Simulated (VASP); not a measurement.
# Sn2Sb2Te (P6/mmm) in VASP: further runs

Runs on Sn2Sb2Te. Level: PBE. Tasks: relaxation of cell and atoms, single point.

Everything below comes from runs of VASP 6.6.1. Logs are shortened: lines on timing, memory, paths and dates and some standing lists are left out, and cuts for length are marked.

## (1) The cell of the first run

The structure is hexagonal, space group P6/mmm (No. 191). Conventional cell: a = 5.529 Å, b = 5.529 Å, c = 6.305 Å, α = 90.00°, β = 90.00°, γ = 120.00°. Within 4.1 Å of Sn (site symmetry -6m2) lie 2 Sb at 3.15 Å and 3 Sn at 3.19 Å and 3 Te at 3.19 Å. Sb (site symmetry -6m2) has 2 Sn at 3.15 Å and 3 Sb at 3.19 Å within 4.1 Å. Within 4.2 Å of Te (site symmetry 6/mmm) lie 6 Sn at 3.19 Å.

The cell was generated, and may not be a known phase.

## (2) Relaxation of cell and atoms, PBE

INCAR reads:

```
PREC = Accurate
ENCUT = 600
EDIFF = 1E-6
ISMEAR = 0
SIGMA = 0.1
LREAL = False
LASPH = True
NELM = 60
ALGO = Normal
ISIF = 3
LWAVE = False
LCHARG = False
GGA = PE
IBRION = 2
NSW = 90
EDIFFG = -0.04
```

KPOINTS reads:

```
Automatic mesh
0
Gamma
  6 6 4
```

POSCAR reads:

```
Sn2Sb2Te
1.0
    5.5287137448      0.0000000000      0.0000000000
   -2.7643568724      4.7880065533      0.0000000000
    0.0000000000      0.0000000000      6.3049654002
Sn Sb Te
2 2 1
Direct
    0.3333333333      0.6666666667      0.5000000000
    0.6666666667      0.3333333333      0.5000000000
    0.3333333333      0.6666666667      0.0000000000
    0.6666666667      0.3333333333      0.0000000000
    0.0000000000      0.0000000000      0.5000000000
```

Potentials or basis: VASP PAW PBE potentials, release 64 (Sn_d, Sb, Te).

The run is started by

```console
cat potpaw_PBE.64/Sn_d/POTCAR potpaw_PBE.64/Sb/POTCAR potpaw_PBE.64/Te/POTCAR > POTCAR
mpirun -np 1 vasp_std > vasp.out
```

OUTCAR:

```text
PREC = Accurate
   ENCUT = 600
   EDIFF = 1E-6
   ISMEAR = 0
   LREAL = False
   LASPH = True
   NELM = 60
   ISIF = 3
   GGA = PE
   IBRION = 2
   NSW = 90
   EDIFFG = -0.04

 ion  position               nearest neighbor table
   1  0.333  0.667  0.500-   3 3.15   3 3.15   5 3.19   2 3.19   2 3.19   5 3.19   5 3.19   2 3.19

   2  0.667  0.333  0.500-   4 3.15   4 3.15   5 3.19   1 3.19   1 3.19   5 3.19   5 3.19   1 3.19

   3  0.333  0.667  0.000-   1 3.15   1 3.15   4 3.19   4 3.19   4 3.19
   4  0.667  0.333  0.000-   2 3.15   2 3.15   3 3.19   3 3.19   3 3.19
   5  0.000  0.000  0.500-   1 3.19   2 3.19   2 3.19   1 3.19   2 3.19   1 3.19

  LATTYP: Found a hexagonal cell.
 ALAT       =     5.5287137448
 C/A-ratio  =     1.1404036619

  Lattice vectors:

 A1 = (   5.5287137448,   0.0000000000,   0.0000000000)
 A2 = (  -2.7643568724,   4.7880065533,   0.0000000000)
 A3 = (   0.0000000000,   0.0000000000,   6.3049654002)

Analysis of symmetry for initial positions (statically):
=====================================================================
 Subroutine PRICEL returns:
 Original cell was already a primitive cell.

 Routine SETGRP: Setting up the symmetry group for a
 hexagonal supercell.

 Subroutine GETGRP returns: Found 24 space group operations
 (whereof 24 operations were pure point group operations)
 out of a pool of 24 trial point group operations.

The static configuration has the point symmetry D_6h.

Analysis of symmetry for dynamics (positions and initial velocities):
=====================================================================
 Subroutine PRICEL returns:
 Original cell was already a primitive cell.

 Routine SETGRP: Setting up the symmetry group for a
 hexagonal supercell.

 Subroutine GETGRP returns: Found 24 space group operations
 (whereof 24 operations were pure point group operations)
 out of a pool of 24 trial point group operations.

The dynamic configuration has the point symmetry D_6h.

 Subroutine INISYM returns: Found 24 space group operations
 (whereof 24 operations are pure point group operations),
 and found     1 'primitive' translations

----------------------------------------------------------------------------------------

                                     Primitive cell

  volume of cell :     166.9020

  direct lattice vectors                    reciprocal lattice vectors
     5.528713745  0.000000000  0.000000000     0.180873897  0.104427593  0.000000000
    -2.764356872  4.788006553  0.000000000     0.000000000  0.208855186  0.000000000
     0.000000000  0.000000000  6.304965400     0.000000000  0.000000000  0.158605153

  length of vectors
     5.528713745  5.528713745  6.304965400     0.208855186  0.208855186  0.158605153

  position of ions in fractional coordinates (direct lattice)
     0.333333333  0.666666667  0.500000000
     0.666666667  0.333333333  0.500000000
     0.333333333  0.666666667  0.000000000
     0.666666667  0.333333333  0.000000000
     0.000000000  0.000000000  0.500000000

  ion indices of the primitive-cell ions
   primitive index   ion index
                 1           1
                 2           2
                 3           3
                 4           4
                 5           5

----------------------------------------------------------------------------------------

 KPOINTS: Automatic mesh

Automatic generation of k-mesh.
 Grid dimensions read from file:
 generate k-points for:    6    6    4

 Generating k-lattice:

  Cartesian coordinates                     Fractional coordinates (reciprocal lattice)
     0.030145649  0.017404599  0.000000000     0.166666667 -0.000000000  0.000000000
     0.000000000  0.034809198  0.000000000     0.000000000  0.166666667  0.000000000
     0.000000000  0.000000000  0.039651288     0.000000000  0.000000000  0.250000000

  Length of vectors
     0.034809198  0.034809198  0.039651288

  Shift w.r.t. Gamma in fractional coordinates (k-lattice)
     0.000000000  0.000000000  0.000000000

 Subroutine IBZKPT returns following result:
 ===========================================

 Found     21 irreducible k-points:

 Following reciprocal coordinates:
            Coordinates               Weight
  0.000000  0.000000  0.000000      1.000000
  0.166667 -0.000000  0.000000      6.000000
  0.333333  0.000000  0.000000      6.000000
  0.500000 -0.000000  0.000000      3.000000
  0.166667  0.166667  0.000000      6.000000
  0.333333  0.166667  0.000000     12.000000
[... 13 lines left out ...]
  0.333333  0.166667  0.500000     12.000000
  0.333333  0.333333  0.500000      2.000000
   k-points           NKPTS =     21   k-points in BZ     NKDIM =     21   number of bands    NBANDS=     26
   number of dos      NEDOS =    301   number of ions     NIONS =      5
   total plane-waves  NPLWV = 115200
   dimension x,y,z NGX =    48 NGY =   48 NGZ =   50
   dimension x,y,z NGXF=    96 NGYF=   96 NGZF=  100
   ions per type =               2   2   1
   NGX,Y,Z   is equivalent  to a cutoff of  14.43, 14.43, 13.18 a.u.
   NGXF,Y,Z  is equivalent  to a cutoff of  28.87, 28.87, 26.37 a.u.
 SYSTEM =  unknown system
   PREC   = accura    normal or accurate (medium, high low for compatibility)
   ISTART =      0    job   : 0-new  1-cont  2-samecut
   ICHARG =      2    charge: 1-file 2-atom 10-const
   ISPIN  =      1    spin polarized calculation?
   LNONCOLLINEAR =      F non collinear calculations
   LSORBIT =      F    spin-orbit coupling
   LASPH  =      T    aspherical Exc in radial PAW
   ENCUT  =  600.0 eV  44.10 Ry    6.64 a.u.  11.04 11.04 12.59*2*pi/ulx,y,z
   NELM   =     60;   NELMIN=  2; NELMDL= -5     # of ELM steps
   EDIFF  = 0.1E-05   stopping-criterion for ELM
   LREAL  =      F    real-space projection
   EDIFFG = -.4E-01   stopping-criterion for IOM
   NSW    =     90    number of steps for IOM
   IBRION =      2    ionic relax: 0-MD 1-quasi-New 2-CG
   NFREE  =      1    steps in history (QN), initial steepest desc. (CG)
   ISIF   =      3    stress and relaxation
   ISYM   =      2    0-nonsym 1-usesym 2-fastsym
   POTIM  = 0.5000    time-step for ionic-motion
   TEBEG  =    0.0;   TEEND  =   0.0 temperature during run
   PSTRESS=    0.0 pullay stress
   NELECT =      44.0000    total number of electrons
   NUPDOWN=      -1.0000    fix difference up-down
   EMIN   =  10.00;   EMAX   =-10.00  energy-range for DOS
   EFERMI =   0.00;   METHOD = LEGACY
   ISMEAR =     0;   SIGMA  =   0.10  broadening in eV -4-tet -1-fermi 0-gaus
   EFERMI_NEDOS =   21; number of points for ismear=-14 and -15
   IALGO  =     38    algorithm
   IMIX   =      4    mixing-type and parameters
     AMIX     =   0.40;   BMIX     =  1.00
     AMIX_MAG =   1.60;   BMIX_MAG =  1.00
  volume/ion in A,a.u.               =      33.38       225.26
  Fermi-wavevector in a.u.,A,eV,Ry     =   1.049716  1.983676 14.992314  1.101904
  Thomas-Fermi vector in A             =   2.184690
   LORBIT       =      0    0 simple, 1 ext, 2 COOP (PROOUT), +10 PAW based schemes
   GGA     = PE    functional components
   LHFCALC =     F    Hartree Fock is set to
   AEXX    =    0.0000 exact exchange contribution
   IVDW    =     0    specifies the selected vdW correction
   LEPSILON=     F    determine dielectric tensor
   LRPA    =     F    only Hartree local field effects (RPA)
 conjugate gradient relaxation of ions
 non-spin polarized calculation
 Gauss-broadening in eV      SIGMA  =   0.10
  energy-cutoff  :      600.00
  volume of cell :      166.90
 maximum number of plane-waves:      5594
 NGX is ok and might be reduce to    48
   NGX = 23   NGY = 23   NGZ = 25

--------------------------------------- Ionic step        1  -------------------------------------------

 number of electron      43.9999998 magnetization

 Free energy of the ion-electron system (eV)
  ---------------------------------------------------
  ext. energy  EPLUGINS =         0.00000000
  ---------------------------------------------------
  free energy    TOTEN  =       -18.67291995 eV

  energy without entropy =      -18.66488760  energy(sigma->0) =      -18.66890378

------------------------ aborting loop because EDIFF is reached ----------------------------------------

  FORCE on cell =-STRESS in cart. coord.  units (eV):
  Direction    XX          YY          ZZ          XY          YZ          ZX
  --------------------------------------------------------------------------------------
  -------------------------------------------------------------------------------------
  Total       -0.9063119     -0.9063119     -0.6543145      0.0000000     -0.0000000      0.0000000
  in kB       -8.7001498     -8.7001498     -6.2810982      0.0000000     -0.0000000      0.0000000
  external PRESSURE =      -7.8937993 kB  Pullay stress =       0.0000000 kB
[... 63 lines left out ...]
  energy  without entropy=      -18.6722765395  energy(sigma->0) =      -18.67611371

--------------------------------------- Ionic step        3  -------------------------------------------

 number of electron      44.0000007 magnetization

 Free energy of the ion-electron system (eV)
  ---------------------------------------------------
  ext. energy  EPLUGINS =         0.00000000
  ---------------------------------------------------
  free energy    TOTEN  =       -18.68070049 eV

  energy without entropy =      -18.67298478  energy(sigma->0) =      -18.67684263

 E-fermi :   5.9657     XC(G=0):  -9.2042

 val. band max:        5.9056399645   @ k =   0.5000  -0.0000   0.0000
 cond. band min:       5.9703420332   @ k =   0.5000  -0.0000   0.2500
 fundamental gap:      0.0647020687
 Fermi energy:         5.9657217825

 k-point     1 :       0.0000    0.0000    0.0000
  band No.  band energies     occupation
      1     -15.6693      2.00000
      2     -15.6693      2.00000
      3     -15.6651      2.00000
      4     -15.6208      2.00000
      5     -15.6208      2.00000
      6     -15.5987      2.00000
[... 630 lines left out ...]
  FREE ENERGIE OF THE ION-ELECTRON SYSTEM (eV)
  ---------------------------------------------------
  free  energy   TOTEN  =       -18.6807004881 eV

  energy  without entropy=      -18.6729847802  energy(sigma->0) =      -18.67684263

 reached required accuracy - stopping structural energy minimisation
```

Wall time 2.6 min (1 thread of Intel Xeon 6975P-C (Granite Rapids), shared host); peak memory 0.43 GiB.

Results:

- Free energy: -18.6807 eV
- Relaxed volume: 32.78 Å³/atom
- Relaxed cell: a = 5.492 Å, b = 5.492 Å, c = 6.274 Å, α = 90.00°, β = 90.00°, γ = 120.00°
- Space group after relaxing (to 0.1 Å): P6/mmm (No. 191)
- Energy gained by relaxing: 1.6 meV/atom
- Ionic steps: 3
- Pressure after relaxing: 0.0 GPa
- Band gap on the k mesh: zero (bands 22 and 23 overlap by 1.52 eV)

Stress tensor (GPa, compression positive):
```
 0.04  0.00  0.00
 0.00  0.04  0.00
 0.00  0.00 -0.11
```

Step by step:
```csv
step,energy change (eV),largest force (eV/Å),pressure (GPa),volume (Å³)
1,0.0000,0.0000,-0.79,166.90
2,-0.0070,0.0000,0.25,162.96
3,-0.0078,0.0000,-0.01,163.88
```

Final structure:
```
Sn Sb Te
1.0
     5.49167    0.00000    0.00000
    -2.74583    4.75592    0.00000
     0.00000    0.00000    6.27447
Sn Sb Te
2 2 1
Direct
  0.33333 0.66667 0.50000
  0.66667 0.33333 0.50000
  0.33333 0.66667 0.00000
  0.66667 0.33333 0.00000
  0.00000 0.00000 0.50000
```

Caveat: spin-orbit coupling is left out, which moves the levels of the heavy elements.

## (3) Single point, PBE

This run uses another cell than the first one, of 32.61 Å³/atom.

INCAR reads:

```
SYSTEM = Sn2Sb2Te
ALGO = Normal
EDIFF = 1E-6
ENCUT = 520
GGA = PE
ISIF = 2
ISMEAR = 0
LASPH = .True.
LCHARG = .False.
LREAL = .False.
LWAVE = .False.
NBANDS = 30
NELM = 60
PREC = Accurate
SIGMA = 0.1
```

KPOINTS reads:

```
k-points
0
Gamma
  12 12 6
  0 0 0
```

POSCAR: that of step 2 with these lines changed.

```diff
@@ -2,5 +2,5 @@
 1.0
-    5.5287137448      0.0000000000      0.0000000000
-   -2.7643568724      4.7880065533      0.0000000000
-    0.0000000000      0.0000000000      6.3049654002
+    5.5009613675      0.0000000000      0.0000000000
+   -2.7504806838      4.7639722895      0.0000000000
+    0.0000000000      0.0000000000      6.2211752758
 Sn Sb Te
```

Potentials or basis: VASP PAW PBE potentials, release 64 (Sn_d, Sb, Te).

The run is started by

```console
cat potpaw_PBE.64/Sn_d/POTCAR potpaw_PBE.64/Sb/POTCAR potpaw_PBE.64/Te/POTCAR > POTCAR
mpirun -np 1 vasp_std > vasp.out
```

OUTCAR:

```text
SYSTEM = Sn2Sb2Te
   EDIFF = 1E-6
   ENCUT = 520
   GGA = PE
   ISIF = 2
   ISMEAR = 0
   LASPH = .True.
   LREAL = .False.
   NELM = 60
   PREC = Accurate

 ion  position               nearest neighbor table
   1  0.333  0.667  0.500-   3 3.11   3 3.11   2 3.18   2 3.18   5 3.18   5 3.18   5 3.18   2 3.18

   2  0.667  0.333  0.500-   4 3.11   4 3.11   1 3.18   1 3.18   5 3.18   5 3.18   5 3.18   1 3.18

   3  0.333  0.667  0.000-   1 3.11   1 3.11   4 3.18   4 3.18   4 3.18
   4  0.667  0.333  0.000-   2 3.11   2 3.11   3 3.18   3 3.18   3 3.18
   5  0.000  0.000  0.500-   1 3.18   2 3.18   2 3.18   1 3.18   2 3.18   1 3.18

  LATTYP: Found a hexagonal cell.
 ALAT       =     5.5009613675
 C/A-ratio  =     1.1309250984

  Lattice vectors:

 A1 = (   5.5009613675,   0.0000000000,   0.0000000000)
 A2 = (  -2.7504806838,   4.7639722895,   0.0000000000)
 A3 = (   0.0000000000,   0.0000000000,   6.2211752758)

Analysis of symmetry for initial positions (statically):
=====================================================================
 Subroutine PRICEL returns:
 Original cell was already a primitive cell.

[... 179 lines left out ...]
 cond. band min:       5.9931660743   @ k =   0.5000  -0.0000   0.1667
 fundamental gap:      0.0335814370
 Fermi energy:         5.9817983317

 k-point     1 :       0.0000    0.0000    0.0000
  band No.  band energies     occupation
      1     -15.5718      2.00000
      2     -15.5693      2.00000
      3     -15.5693      2.00000
      4     -15.5248      2.00000
      5     -15.5248      2.00000
      6     -15.4995      2.00000
[... 781 lines left out ...]
     29      10.0702      0.00000
     30      10.9796      0.00000

 [... further k-points ...]

------------------------ aborting loop because EDIFF is reached ----------------------------------------

  FORCE on cell =-STRESS in cart. coord.  units (eV):
  Direction    XX          YY          ZZ          XY          YZ          ZX
  --------------------------------------------------------------------------------------
  -------------------------------------------------------------------------------------
  Total       -0.0330794     -0.0330794     -0.0280495      0.0000000     -0.0000000      0.0000000
  in kB       -0.3250784     -0.3250784     -0.2756484      0.0000000     -0.0000000      0.0000000
  external PRESSURE =      -0.3086018 kB  Pullay stress =       0.0000000 kB

 VOLUME and BASIS-vectors are now :
 -----------------------------------------------------------------------------
  energy-cutoff  :      520.00
  volume of cell :      163.03
      direct lattice vectors                 reciprocal lattice vectors
     5.500961368  0.000000000  0.000000000     0.181786407  0.104954431  0.000000000
    -2.750480684  4.763972289  0.000000000     0.000000000  0.209908862  0.000000000
     0.000000000  0.000000000  6.221175276     0.000000000  0.000000000  0.160741332

 POSITION                                       TOTAL-FORCE (eV/Angst)
 -----------------------------------------------------------------------------------
     -0.00000      3.17598      3.11059         0.000000      0.000000      0.000000
      2.75048      1.58799      3.11059        -0.000000      0.000000      0.000000
     -0.00000      3.17598      0.00000         0.000000      0.000000      0.000000
      2.75048      1.58799      0.00000         0.000000     -0.000000     -0.000000
      0.00000      0.00000      3.11059         0.000000      0.000000      0.000000
 -----------------------------------------------------------------------------------
    total drift:                                0.000000      0.000000     -0.000000

  FREE ENERGIE OF THE ION-ELECTRON SYSTEM (eV)
  ---------------------------------------------------
  free  energy   TOTEN  =       -18.6531855052 eV

  energy  without entropy=      -18.6438961726  energy(sigma->0) =      -18.64854084
```

Wall time 4.1 min (1 thread of Intel Xeon 6975P-C (Granite Rapids), shared host); peak memory 0.53 GiB.

What came out:

```yaml
Free_energy: -18.6532 eV
Pressure: 0.0 GPa
Band_gap_on_the_k_mesh: zero (bands 22 and 23 overlap by 1.49 eV)
```

Caveat: spin-orbit coupling is left out, which moves the levels of the heavy elements.

The gap in the log of VASP goes by the Fermi energy; the results here count the filled bands.